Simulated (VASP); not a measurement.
Here is a VASP 6.6.1 calculation.

Contents of INCAR:

```
SYSTEM = La2SnO
PREC = Accurate
ENCUT = 520
EDIFF = 1E-6
ISMEAR = 0
SIGMA = 0.1
LREAL = .False.
LASPH = .True.
NELM = 60
ALGO = Normal
ISIF = 2
LWAVE = .False.
LCHARG = .True.
GGA = PE
LELF = .True.
LVHAR = .True.
NBANDS = 52
```

Contents of KPOINTS:

```
Automatic mesh
0
Gamma
  6 6 1
  0 0 0
```

File POSCAR:

```
La2SnO
1.0
    3.7790063854     -0.0000000031      0.0000000000
   -1.8895031900      3.2727155324      0.0000000000
    0.0000000000      0.0000000000     15.9890590597
La Sn O
4 2 2
Direct
    0.6666666667      0.3333333333      0.4121372479
    0.3333333333      0.6666666667      0.5878627521
    0.3333333333      0.6666666667      0.9121372479
    0.6666666667      0.3333333333      0.0878627521
    0.6666666667      0.3333333333      0.7500000000
    0.3333333333      0.6666666667      0.2500000000
    0.0000000000      0.0000000000      0.0000000000
    0.0000000000      0.0000000000      0.5000000000
```

Potentials or basis: VASP PAW PBE potentials, release 64 (La, Sn_d, O).

Command:

```sh
$ cat potpaw_PBE.64/La/POTCAR potpaw_PBE.64/Sn_d/POTCAR potpaw_PBE.64/O/POTCAR > POTCAR
$ mpirun -np 1 vasp_std > vasp.out
```

(1) What does it give for the band gap on the k mesh?

(2) Estimate the pressure.

## Answers

(1) zero (bands 42 and 43 overlap by 1.30 eV).

(2) 0.1 GPa.

Caveat: the k points lie up to 0.39 Å⁻¹ apart, too coarse for converged energies and pressures of a metal; spin-orbit coupling is left out, which moves the levels of the heavy elements.
